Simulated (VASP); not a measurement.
# Mg12H (a cell with a defect) in VASP: further runs

Runs on Mg12H (a cell with a defect). Level: PBE. Tasks: single point.

All numbers are computed with VASP 6.6.1; they aren't measurements. Logs are shortened: lines on timing, memory, paths and dates and some standing lists are left out, and cuts for length are marked.

**1. The cell of the first run**

The cell holds a defect, 13 atoms: a = 6.420 Å, b = 9.630 Å, c = 5.213 Å, α = 90.00°, β = 90.00°, γ = 120.00°.

**2. Single point, PBE**

Contents of INCAR:

```
SYSTEM = Mg12H
PREC = Accurate ; ENCUT = 520
EDIFF = 1E-7 ; ISMEAR = 0
SIGMA = 0.05 ; LREAL = .False.
LASPH = .True. ; NELM = 100
ALGO = Normal ; ISIF = 2
LWAVE = .False. ; LCHARG = .True.
GGA = PE ; LELF = .True.
LVHAR = .True. ; NBANDS = 24
```

Contents of KPOINTS:

```
regular mesh
0
Gamma
  3 2 3
  0 0 0
```

Contents of POSCAR:

```
Mg12H
1.0
    6.4200000000      0.0000000000      0.0000000000
   -4.8150000000      8.3398250000      0.0000000000
    0.0000000000      0.0000000000      5.2130400000
Mg H
12 1
Direct
    0.0000890693     -0.0011288007      0.0035702776
    0.1687054089      0.2230375338      0.4954356767
    0.0010440537      0.3343962253     -0.0025996348
    0.1670370712      0.5549898229      0.4977615748
    0.0014946653      0.6676547769     -0.0035595353
    0.1688331725      0.8900745519      0.4983946028
    0.4986617020     -0.0010764015      0.0048069840
    0.6655146634      0.2230025210      0.4964772954
    0.4984609322      0.3330613052      0.0013909350
    0.6659716484      0.5555362373      0.5021498013
    0.4990919120      0.6667848546      0.0008691666
    0.6653769521      0.8878687502      0.5023274327
    0.3347834898      0.1163090353      0.7374017848
```

Potentials or basis: VASP PAW PBE potentials, release 64 (Mg, H).

Launch:

```bash
> cat potpaw_PBE.64/Mg/POTCAR potpaw_PBE.64/H/POTCAR > POTCAR
> mpirun -np 1 vasp_std > vasp.out
```

OUTCAR:

```text
SYSTEM = Mg12H
   PREC = Accurate
   ENCUT = 520
   EDIFF = 1E-7
   ISMEAR = 0
   LREAL = .False.
   LASPH = .True.
   NELM = 100
   ISIF = 2
   GGA = PE

 ion  position               nearest neighbor table
   1  0.000  0.999  0.004-   6 3.17   2 3.17   5 3.19  12 3.20   7 3.20  11 3.21  12 3.21   9 3.21
                             6 3.22   7 3.22   3 3.23   2 3.24
   2  0.169  0.223  0.495-  13 2.21   9 3.16   1 3.17   8 3.19   3 3.19  10 3.20   4 3.20   6 3.21
                             3 3.21   9 3.21  12 3.23   8 3.23   1 3.24
   3  0.001  0.334  0.997-   4 3.19   4 3.19   2 3.19  11 3.20   9 3.20   8 3.20   5 3.21   8 3.21
                             2 3.21   9 3.22   7 3.23   1 3.23
   4  0.167  0.555  0.498-  11 3.18   3 3.19   3 3.19   5 3.20  10 3.20   2 3.20  12 3.20  11 3.21
                             5 3.21   8 3.21  10 3.22   6 3.22
   5  0.001  0.668  0.996-  10 3.18   6 3.19   7 3.19   1 3.19   4 3.20  11 3.20   6 3.21   4 3.21
                             3 3.21  11 3.22   9 3.23  10 3.23
   6  0.169  0.890  0.498-  13 2.26   7 3.16   1 3.17   5 3.19   8 3.20  12 3.20   2 3.21   5 3.21
                             7 3.21   1 3.22   4 3.22  12 3.22  10 3.23
   7  0.499  0.999  0.005-   6 3.16   8 3.17  12 3.19   5 3.19  11 3.20   1 3.20  12 3.21   6 3.21
                             9 3.22   1 3.22   3 3.23   8 3.24
   8  0.666  0.223  0.496-  13 2.23   7 3.17   9 3.17   2 3.19   6 3.20  10 3.20   3 3.20   4 3.21
                             3 3.21   9 3.22  12 3.23   2 3.23   7 3.24
   9  0.498  0.333  0.001-  13 2.27   2 3.16   8 3.17  10 3.20   3 3.20  10 3.20   1 3.21  11 3.21
                             2 3.21   8 3.22   7 3.22   3 3.22   5 3.23
  10  0.666  0.556  0.502-   5 3.18  11 3.19   9 3.20   2 3.20   4 3.20   8 3.20  12 3.20   9 3.20
                            11 3.21   4 3.22   6 3.23   5 3.23
  11  0.499  0.667  0.001-   4 3.18  12 3.19  10 3.19   5 3.20  12 3.20   3 3.20   7 3.20  10 3.21
                             1 3.21   4 3.21   9 3.21   5 3.22
  12  0.665  0.888  0.502-  11 3.19   7 3.19   1 3.20   6 3.20  11 3.20  10 3.20   4 3.20   1 3.21
                             7 3.21   6 3.22   8 3.23   2 3.23
  13  0.335  0.116  0.737-   2 2.21   8 2.23   6 2.26   9 2.27

  LATTYP: Found a simple monoclinic cell.
 ALAT       =     6.4200000000
 B/A-ratio  =     0.8120000000
 C/A-ratio  =     1.3228757108
 COS(beta)  =    -0.1889822286

  Lattice vectors:

 A1 = (   6.4200000000,   0.0000000000,   0.0000000000)
 A2 = (   0.0000000000,   0.0000000000,   5.2130400000)
 A3 = (  -1.6050000000,  -8.3398250000,   0.0000000000)

Analysis of symmetry for initial positions (statically):
=====================================================================
 Subroutine PRICEL returns:
 Original cell was already a primitive cell.

 Routine SETGRP: Setting up the symmetry group for a
[... 164 lines left out ...]
   IMIX   =      4    mixing-type and parameters
     AMIX     =   0.40;   BMIX     =  1.00
     AMIX_MAG =   1.60;   BMIX_MAG =  1.00
  volume/ion in A,a.u.               =      21.47       144.89
  Fermi-wavevector in a.u.,A,eV,Ry     =   0.732477  1.384180  7.299827  0.536522
  Thomas-Fermi vector in A             =   1.824949
   LORBIT       =      0    0 simple, 1 ext, 2 COOP (PROOUT), +10 PAW based schemes
   GGA     = PE    functional components
   LHFCALC =     F    Hartree Fock is set to
   AEXX    =    0.0000 exact exchange contribution
   IVDW    =     0    specifies the selected vdW correction
   LEPSILON=     F    determine dielectric tensor
   LRPA    =     F    only Hartree local field effects (RPA)
 non-spin polarized calculation
 Gauss-broadening in eV      SIGMA  =   0.05
  energy-cutoff  :      520.00
  volume of cell :      279.11
 maximum number of plane-waves:      7549
   NGX = 23   NGY = 35   NGZ = 19

 number of electron      25.0000000 magnetization

 Free energy of the ion-electron system (eV)
  ---------------------------------------------------
  ext. energy  EPLUGINS =         0.00000000
  ---------------------------------------------------
  free energy    TOTEN  =       -20.71584452 eV

  energy without entropy =      -20.70317106  energy(sigma->0) =      -20.70950779

 E-fermi :   2.5222     XC(G=0):  -8.5067

 val. band max:        2.5024577032   @ k =   0.0000   0.0000   0.3333
 cond. band min:       2.5918315621   @ k =   0.3333   0.5000   0.3333
 fundamental gap:      0.0893738589
 Fermi energy:         2.5221616167

 k-point     1 :       0.0000    0.0000    0.0000
  band No.  band energies     occupation
      1      -4.7904      2.00000
      2      -2.9784      2.00000
      3      -2.1361      2.00000
      4      -1.1880      2.00000
      5      -0.5739      2.00000
      6       0.0181      2.00000
[... 259 lines left out ...]
     23       6.2989      0.00000
     24       6.3594      0.00000

------------------------ aborting loop because EDIFF is reached ----------------------------------------

  FORCE on cell =-STRESS in cart. coord.  units (eV):
  Direction    XX          YY          ZZ          XY          YZ          ZX
  --------------------------------------------------------------------------------------
  -------------------------------------------------------------------------------------
  Total       -0.4038336     -0.1820964     -2.4230806      0.3499617     -0.1789948     -0.0773234
  in kB       -2.3180887     -1.0452711    -13.9089845      2.0088528     -1.0274673     -0.4438526
  external PRESSURE =      -5.7574481 kB  Pullay stress =       0.0000000 kB

 VOLUME and BASIS-vectors are now :
 -----------------------------------------------------------------------------
  energy-cutoff  :      520.00
  volume of cell :      279.11
      direct lattice vectors                 reciprocal lattice vectors
     6.420000000  0.000000000  0.000000000     0.155763240  0.089929945  0.000000000
    -4.815000000  8.339825000  0.000000000     0.000000000  0.119906593  0.000000000
     0.000000000  0.000000000  5.213040000     0.000000000  0.000000000  0.191826650

 POSITION                                       TOTAL-FORCE (eV/Angst)
 -----------------------------------------------------------------------------------
     -4.80899      8.33041      0.01861         0.004733     -0.001231     -0.013227
      0.00916      1.86009      2.58273        -0.012754      0.004909     -0.001699
     -1.60342      2.78881      5.19949         0.000565      0.011143     -0.002996
     -1.59990      4.62852      2.59485         0.006900     -0.006189     -0.001946
     -3.20516      5.56812      5.19448         0.005251      0.006030     -0.019002
     -3.20180      7.42307      2.59815        -0.001038      0.007369      0.014189
     -1.60841      8.33085      0.02506        -0.001555      0.004379     -0.010165
      3.19885      1.85980      2.58816         0.006236      0.008446      0.003504
      1.59643      2.77767      0.00725         0.000567     -0.007831     -0.015655
      1.60063      4.63308      2.61773        -0.005259     -0.002630      0.016670
     -0.00640      5.56087      0.00453        -0.006363      0.003048      0.000428
     -0.00337      7.40467      2.61865        -0.001744     -0.010321      0.003803
      1.58928      0.97000      3.84411         0.004460     -0.017122      0.026094
 -----------------------------------------------------------------------------------
    total drift:                                0.000007     -0.000009     -0.000065

  FREE ENERGIE OF THE ION-ELECTRON SYSTEM (eV)
  ---------------------------------------------------
  free  energy   TOTEN  =       -20.7158445186 eV

  energy  without entropy=      -20.7031710588  energy(sigma->0) =      -20.70950779
```

stdout:

```text
POSCAR found type information on POSCAR MgH
 POSCAR found :  2 types and      13 ions
 scaLAPACK will be used
 LDA part: xc-table for (Slater+PW92), standard interpolation
 -----------------------------------------------------------------------------
|                                                                             |
|           W    W    AA    RRRRR   N    N  II  N    N   GGGG   !!!           |
|           W    W   A  A   R    R  NN   N  II  NN   N  G    G  !!!           |
|           W    W  A    A  R    R  N N  N  II  N N  N  G       !!!           |
|           W WW W  AAAAAA  RRRRR   N  N N  II  N  N N  G  GGG   !            |
|           WW  WW  A    A  R   R   N   NN  II  N   NN  G    G                |
|           W    W  A    A  R    R  N    N  II  N    N   GGGG   !!!           |
|                                                                             |
|     Your reciprocal lattice and k-lattice belong to different lattice       |
|     classes:                                                                |
|                                                                             |
|        The reciprocal lattice is simple monoclinic,                         |
|        whereas your k-lattice is hexagonal.                                 |
|                                                                             |
|     Results are often still useful ...                                      |
|                                                                             |
 -----------------------------------------------------------------------------

 POSCAR, INCAR and KPOINTS ok, starting setup
 FFT: planning ... GRIDC
 FFT: planning ... GRID_SOFT
 FFT: planning ... GRID
 WAVECAR not read
 entering main loop
```

Run time: 53 s. Hardware: 1 thread of AMD EPYC 9R45 (Zen 5), shared host; peak memory 0.34 GiB.

What came out:

```yaml
Free_energy: -20.7158 eV
Pressure: -0.6 GPa
Largest_force: 0.032 eV/Å
Band_gap_on_the_k_mesh: zero (an odd number of electrons rules out a gap without spin polarisation)
```

Forces on the atoms (eV/Å):
```
Mg   0.005 -0.001 -0.013
Mg  -0.013  0.005 -0.002
Mg   0.001  0.011 -0.003
Mg   0.007 -0.006 -0.002
Mg   0.005  0.006 -0.019
Mg  -0.001  0.007  0.014
Mg  -0.002  0.004 -0.010
Mg   0.006  0.008  0.004
Mg   0.001 -0.008 -0.016
Mg  -0.005 -0.003  0.017
Mg  -0.006  0.003  0.000
Mg  -0.002 -0.010  0.004
H    0.004 -0.017  0.026
```

Caveat: the k points lie up to 0.40 Å⁻¹ apart, too coarse for converged energies and pressures of a metal.

**3. Single point, PBE**

Contents of INCAR:

```
PREC = Accurate
ENCUT = 520
EDIFF = 1E-6
ISMEAR = 0
SIGMA = 0.05
LREAL = False
LASPH = True
NELM = 80
ALGO = Normal
ISIF = 2
LWAVE = False
LCHARG = True
GGA = PE
LELF = True
LVHAR = True
NBANDS = 24
```

Contents of KPOINTS:

```
Automatic mesh
0
Gamma
  3 2 3
```

Contents of POSCAR:

```
Mg12H
1.0
    6.4200000000      0.0000000000      0.0000000000
   -4.8150000000      8.3398250000      0.0000000000
    0.0000000000      0.0000000000      5.2130400000
Mg H
12 1
Direct
    0.0006783749     -0.0008383869     -0.0033590765
    0.1685946803      0.2230718270      0.5041235057
    0.0012931197      0.3344512625      0.0020943634
    0.1672736972      0.5551690833      0.5014647883
    0.0011487042      0.6673004529      0.0029992097
    0.1684079672      0.8894563135      0.5017770821
    0.4982875370     -0.0006944990     -0.0042591271
    0.6658872730      0.2231213485      0.5032399521
    0.4982519229      0.3325988255     -0.0016669736
    0.6656262315      0.5551369483      0.4973343769
    0.4994114456      0.6670823429     -0.0015643463
    0.6656388265      0.8879776254      0.4975977549
    0.3366399144      0.1143267395      0.2482637770
```

Potentials or basis: VASP PAW PBE potentials, release 64 (Mg, H).

Launch:

```bash
> cat potpaw_PBE.64/Mg/POTCAR potpaw_PBE.64/H/POTCAR > POTCAR
> mpirun -np 1 vasp_std > vasp.out
```

It took 52 s on 1 thread of AMD EPYC 9R45 (Zen 5), shared host; peak memory 0.34 GiB.

It converged, with:

```
Free energy            : -20.7169 eV
Pressure               : -0.6 GPa
Largest force          : 0.021 eV/Å
Band gap on the k mesh : zero (an odd number of electrons rules out a gap without spin polarisation)
```

Forces in eV/Å, atoms in the order of the input:
```
Mg  -0.001 -0.005  0.007
Mg  -0.006  0.002 -0.002
Mg   0.002  0.011  0.003
Mg   0.007 -0.005  0.002
Mg   0.006  0.006  0.019
Mg   0.000  0.010 -0.015
Mg   0.006 -0.001  0.003
Mg   0.003  0.007 -0.006
Mg   0.000 -0.003  0.011
Mg  -0.006 -0.005 -0.018
Mg  -0.007  0.005 -0.002
Mg  -0.001 -0.011 -0.004
H   -0.002 -0.011  0.004
```

Stress tensor (GPa, compression positive):
```
-0.24  0.20  0.05
 0.20 -0.10  0.10
 0.05  0.10 -1.41
```

Levels at points of the mesh, in eV from the Fermi level:
```csv
k point,band 10,band 11,band 12,band 13,band 14,band 15,band 16,band 17
"(0.00, 0.00, 0.00)",-0.65,-0.09,0.14,0.38,0.58,0.64,1.33,1.84
"(0.00, 0.50, 0.00)",-1.07,-0.75,-0.62,-0.24,-0.09,1.13,1.84,2.18
```

Caveat: the k points lie up to 0.40 Å⁻¹ apart, too coarse for converged energies and pressures of a metal.

The gap in the log of VASP goes by the Fermi energy; the results here count the filled bands.